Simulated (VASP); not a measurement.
## BeAlS3: single point with PBE

Crystal: BeAlS3.

```xyz
5
Lattice="5.1176 0.0000 0.0000 -2.5588 4.4319 0.0000 0.0000 0.0000 4.5909" Properties=species:S:1:pos:R:3 pbc="T T T"
Be    0.0000    0.0000    2.2954
Al    0.0000    0.0000    0.0000
S     2.5588    0.0000    2.2954
S    -1.2794    2.2160    2.2954
S     1.2794    2.2160    2.2954
```

The cell was built from a structure type or drawn by symmetry, and may not be a known phase.

| Item | Value |
| --- | --- |
| Program | VASP 6.6.1 |
| Task | single point |
| Functional | PBE |
| Potentials or basis | VASP PAW PBE potentials, release 64 (Be, Al, S) |
| Cutoff | 520 eV |
| k mesh | 6 × 6 × 4 |
| Occupations | gaussian, width 0.1 eV |
| Spin | no spin polarisation |

| Quantity | Value |
| --- | --- |
| Pressure | 0.0 GPa |
| Band gap on the k mesh | zero (an odd number of electrons rules out a gap without spin polarisation) |

Stress tensor (GPa, compression positive):
```
-0.12  0.00  0.00
 0.00 -0.12  0.00
 0.00  0.00  0.20
```

Levels at points of the mesh, in eV from the Fermi level:
| k point | band 10 | band 11 | band 12 | band 13 | band 14 | band 15 |
| --- | --- | --- | --- | --- | --- | --- |
| (0.00, 0.00, 0.00) | -0.51 | 0.63 | 1.02 | 2.20 | 3.02 | 3.02 |
| (0.50, 0.00, 0.00) | -1.81 | -1.22 | -0.74 | 0.04 | 1.07 | 3.21 |
| (0.00, 0.00, 0.50) | -0.98 | -0.98 | 1.85 | 1.85 | 2.22 | 3.43 |
| (0.50, 0.00, 0.50) | -1.76 | -1.56 | -1.52 | 1.32 | 2.96 | 3.34 |

Run time: 28 s on 1 thread of AMD EPYC 7R13 Processor (Zen 3), on a shared host, peak memory 0.2 GiB.
